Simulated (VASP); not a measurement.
# Zn2CdTe3 (R-3m) in VASP: notebook, part 2 of 2

VASP 6.6.1.

**3. Relaxation of cell and atoms, PBE**

This run uses another cell than the first one, of 29.87 Å³/atom.

Input file INCAR:

```
  PREC = Accurate
  ENCUT = 600
  EDIFF = 1E-6
  ISMEAR = 0
  SIGMA = 0.1
  LREAL = F
  LASPH = T
  NELM = 100
  ALGO = Normal
  ISIF = 3
  LWAVE = F
  LCHARG = F
  GGA = PE
  IBRION = 2
  NSW = 100
  EDIFFG = -0.01
```

Input file KPOINTS:

```
regular mesh
0
Gamma
  6 6 6
```

Input file POSCAR:

```
Zn2CdTe3
1.0
    3.7920523187      2.1893424270      3.5975997204
   -3.7920523187      2.1893424270      3.5975997204
    0.0000000000     -4.3786848540      3.5975997204
Zn Cd Te
2 1 3
Direct
    0.8803054825      0.8803054825      0.8803054825
    0.1196945175      0.1196945175      0.1196945175
    0.5000000000      0.5000000000      0.5000000000
    0.5000000000      0.5000000000      0.0000000000
    0.0000000000      0.5000000000      0.5000000000
    0.5000000000      0.0000000000      0.5000000000
```

Potentials or basis: VASP PAW PBE potentials, release 64 (Zn, Cd, Te).

The run is started by

```bash
> cat potpaw_PBE.64/Zn/POTCAR potpaw_PBE.64/Cd/POTCAR potpaw_PBE.64/Te/POTCAR > POTCAR
> mpirun -np 1 vasp_std > vasp.out
```

OUTCAR:

```text
PREC = Accurate
   ENCUT = 600
   EDIFF = 1E-6
   ISMEAR = 0
   LREAL = F
   LASPH = T
   NELM = 100
   ISIF = 3
   GGA = PE
   IBRION = 2
   NSW = 100
   EDIFFG = -0.01

 ion  position               nearest neighbor table
   1  0.880  0.880  0.880-   2 2.58   5 3.18   6 3.18   4 3.18
   2  0.120  0.120  0.120-   1 2.58   5 3.18   6 3.18   4 3.18
   3  0.500  0.500  0.500-   5 2.83   6 2.83   6 2.83   5 2.83   4 2.83   4 2.83
   4  0.500  0.500  0.000-   3 2.83   3 2.83   1 3.18   2 3.18
   5  0.000  0.500  0.500-   3 2.83   3 2.83   1 3.18   2 3.18
   6  0.500  0.000  0.500-   3 2.83   3 2.83   1 3.18   2 3.18

  LATTYP: Found a trigonal (rhomboedric) cell.
 ALAT       =     5.6670631546
 COS(alpha) =     0.1045063060

[... 396 lines left out ...]
  ext. energy  EPLUGINS =         0.00000000
  ---------------------------------------------------
  free energy    TOTEN  =       -11.34674181 eV

  energy without entropy =      -11.32901805  energy(sigma->0) =      -11.33787993

 E-fermi :   2.6985     XC(G=0):  -8.8359

 val. band max:        2.6976085548   @ k =  -0.3333   0.1667   0.0000
 cond. band min:       2.7166063096   @ k =   0.3333   0.3333   0.3333
 fundamental gap:      0.0189977547
 Fermi energy:         2.6985133100

 k-point     1 :       0.0000    0.0000    0.0000
  band No.  band energies     occupation
      1      -8.9516      2.00000
      2      -7.9381      2.00000
      3      -7.9381      2.00000
      4      -6.0612      2.00000
      5      -5.9482      2.00000
      6      -5.9482      2.00000
[... 829 lines left out ...]
     31       6.1929      0.00000
     32       6.5309      0.00000

 [... further k-points ...]

------------------------ aborting loop because EDIFF is reached ----------------------------------------

  FORCE on cell =-STRESS in cart. coord.  units (eV):
  Direction    XX          YY          ZZ          XY          YZ          ZX
  --------------------------------------------------------------------------------------
  -------------------------------------------------------------------------------------
  Total        0.0060524      0.0060524     -0.0085358      0.0000000     -0.0000000      0.0000000
  in kB        0.0515904      0.0515904     -0.0727588      0.0000000     -0.0000000      0.0000000
  external PRESSURE =       0.0101407 kB  Pullay stress =       0.0000000 kB
[... 21 lines left out ...]
  FREE ENERGIE OF THE ION-ELECTRON SYSTEM (eV)
  ---------------------------------------------------
  free  energy   TOTEN  =       -11.3467418118 eV

  energy  without entropy=      -11.3290180500  energy(sigma->0) =      -11.33787993

 reached required accuracy - stopping structural energy minimisation
```

OSZICAR:

```text
N       E                     dE             d eps       ncg     rms          rms(c)
DAV:   1     0.382928910222E+03    0.38293E+03   -0.25747E+04  2048   0.186E+03
DAV:   2     0.211448882126E+02   -0.36178E+03   -0.35563E+03  2096   0.401E+02
[... 231 lines left out ...]
  24 F= -.11346715E+02 E0= -.11337861E+02  d E =-.421119E-04
       N       E                     dE             d eps       ncg     rms          rms(c)
DAV:   1    -0.113468642410E+02   -0.14867E-03   -0.36238E-02  2208   0.107E+00    0.846E-02
DAV:   2    -0.113467647987E+02    0.99442E-04   -0.45687E-04  2424   0.250E-01    0.354E-02
DAV:   3    -0.113467459438E+02    0.18855E-04   -0.30418E-05  2280   0.365E-02    0.219E-02
DAV:   4    -0.113467417960E+02    0.41479E-05   -0.75136E-06  2184   0.184E-02    0.390E-03
DAV:   5    -0.113467418118E+02   -0.15848E-07   -0.62717E-07  1096   0.790E-03
  25 F= -.11346742E+02 E0= -.11337880E+02  d E =-.689032E-04
```

CONTCAR:

```text
Zn2CdTe3
   1.00000000000000
     4.3207717162846944    2.4945987135287631    2.9064110895558710
    -4.3207717162846944    2.4945987135287631    2.9064110895558710
    -0.0000000000000000   -4.9891974270575261    2.9064110895558710
  Zn              Cd              Te
     2     1     3
Direct
     0.8598734253554638    0.8598734253554638    0.8598734253554638
     0.1401265746445363    0.1401265746445363    0.1401265746445363
     0.5000000000000000    0.5000000000000000    0.5000000000000000
     0.5000000000000000    0.5000000000000000    0.0000000000000000
     0.0000000000000000    0.5000000000000000    0.5000000000000000
     0.5000000000000000    0.0000000000000000    0.5000000000000000

  0.00000000E+00  0.00000000E+00  0.00000000E+00
  0.00000000E+00  0.00000000E+00  0.00000000E+00
  0.00000000E+00  0.00000000E+00  0.00000000E+00
  0.00000000E+00  0.00000000E+00  0.00000000E+00
  0.00000000E+00  0.00000000E+00  0.00000000E+00
  0.00000000E+00  0.00000000E+00  0.00000000E+00
```

It took 43 min on 1 thread of Intel Xeon Platinum 8488C (Sapphire Rapids), shared host; peak memory 0.49 GiB.

Results:

- Free energy: -11.3467 eV
- Relaxed volume: 31.33 Å³/atom
- Relaxed cell: a = 5.774 Å, b = 5.774 Å, c = 5.774 Å, α = 96.89°, β = 96.89°, γ = 96.89°
- Space group after relaxing (to 0.1 Å): R-3m (No. 166)
- Energy gained by relaxing: 61.6 meV/atom
- Ionic steps: 25
- Pressure after relaxing: 0.0 GPa
- Largest force after relaxing: 0.005 eV/Å
- Band gap on the k mesh: zero (bands 27 and 28 overlap by 1.55 eV)

Forces on the atoms (eV/Å):
```
Zn   0.000  0.000  0.005
Zn   0.000  0.000 -0.005
Cd   0.000  0.000  0.000
Te   0.000  0.000  0.000
Te   0.000  0.000  0.000
Te   0.000  0.000  0.000
```

The path:
| step | energy change (eV) | largest force (eV/Å) | pressure (GPa) | volume (Å³) |
| --- | --- | --- | --- | --- |
| 1 | 0.0000 | 0.0283 | -0.11 | 179.21 |
| 2 | -0.0175 | 0.0850 | 0.09 | 178.66 |
| 3 | -0.0518 | 0.2918 | 0.80 | 176.87 |
| 4 | -0.0464 | 1.0039 | 2.66 | 172.55 |
| 5 | -0.0675 | 0.5256 | 1.44 | 175.24 |
| 6 | -0.0647 | 0.7862 | 2.10 | 173.68 |
| 7 | -0.0689 | 0.6589 | 1.81 | 174.41 |
| 8 | -0.0746 | 0.6720 | 1.78 | 174.60 |
| 9 | -0.0908 | 0.7136 | 1.73 | 175.16 |
| 10 | -0.1180 | 0.8060 | 1.68 | 176.22 |
| 11 | -0.1633 | 1.0186 | 1.72 | 178.09 |
| 12 | -0.2135 | 1.5044 | 1.84 | 180.75 |
| 13 | -0.2776 | 1.1660 | 1.09 | 184.13 |
| 14 | -0.3151 | 0.7099 | 0.15 | 189.27 |
| 15 | -0.3155 | 0.6725 | 0.07 | 189.74 |
| 16 | -0.3345 | 0.5233 | 0.09 | 189.03 |
| 17 | -0.3656 | 0.1507 | 0.28 | 186.81 |
| 18 | -0.3671 | 0.0650 | 0.36 | 186.18 |
| 19 | -0.3689 | 0.0433 | 0.13 | 187.22 |
| 20 | -0.3693 | 0.0312 | 0.02 | 187.82 |
| 21 | -0.3693 | 0.0276 | 0.00 | 188.00 |
| 22 | -0.3693 | 0.0242 | -0.03 | 188.17 |
| 23 | -0.3693 | 0.0261 | -0.01 | 188.08 |
| 24 | -0.3693 | 0.0164 | -0.02 | 188.04 |
| 25 | -0.3694 | 0.0051 | 0.00 | 187.96 |

Final structure:
```
Zn Cd Te
1.0
     4.32077    2.49460    2.90641
    -4.32077    2.49460    2.90641
     0.00000   -4.98920    2.90641
Zn Cd Te
2 1 3
Direct
  0.85987 0.85987 0.85987
  0.14013 0.14013 0.14013
  0.50000 0.50000 0.50000
  0.50000 0.50000 0.00000
  0.00000 0.50000 0.50000
  0.50000 0.00000 0.50000
```

Caveat: spin-orbit coupling is left out, which moves the levels of the heavy elements.
